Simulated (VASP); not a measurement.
Wanted: the native input for a VASP 6.6.1 run.

```yaml
Task: single point
Functional: PBE
Potentials_or_basis: VASP PAW PBE potentials, release 64 (Nb_sv, Re)
Cutoff: 520 eV
k_mesh: 14 × 14 × 14
Occupations: gaussian, width 0.1 eV
Spin: no spin polarisation
Dipole_correction: no
Further_INCAR_settings: ALGO = Fast; EDIFF = 1e-06; NBANDS = 20
```

The structure of NbRe2 lies in POSCAR:

```
NbRe2
1.0
    0.0000000000      3.0469096071      3.0469096071
    3.0469096071      0.0000000000      3.0469096071
    3.0469096071      3.0469096071      0.0000000000
Nb Re
1 2
Direct
    0.0000000000      0.0000000000      0.0000000000
    0.2500000000      0.2500000000      0.2500000000
    0.7500000000      0.7500000000      0.7500000000
```

The input as run:

INCAR

```
SYSTEM = NbRe2
PREC = Accurate ; ENCUT = 520
EDIFF = 1E-6 ; ISMEAR = 0
SIGMA = 0.1 ; LREAL = .False.
LASPH = .True. ; NELM = 80
ALGO = Fast ; ISIF = 2
LWAVE = .False. ; LCHARG = .True.
GGA = PE ; LELF = .True.
LVHAR = .True. ; NBANDS = 20
```

KPOINTS

```
Automatic mesh
0
Gamma
  14 14 14
  0 0 0
```

Potentials or basis: VASP PAW PBE potentials, release 64 (Nb_sv, Re).

Command:

```sh
$ cat potpaw_PBE.64/Nb_sv/POTCAR potpaw_PBE.64/Re/POTCAR > POTCAR
$ mpirun -np 1 vasp_std > vasp.out
```

Results of the run:

```yaml
Pressure: -0.2 GPa
```

Wall time 3.5 min on 1 thread of Intel(R) Xeon(R) 6975P-C (Granite Rapids) (shared host), peak memory 0.27 GiB.
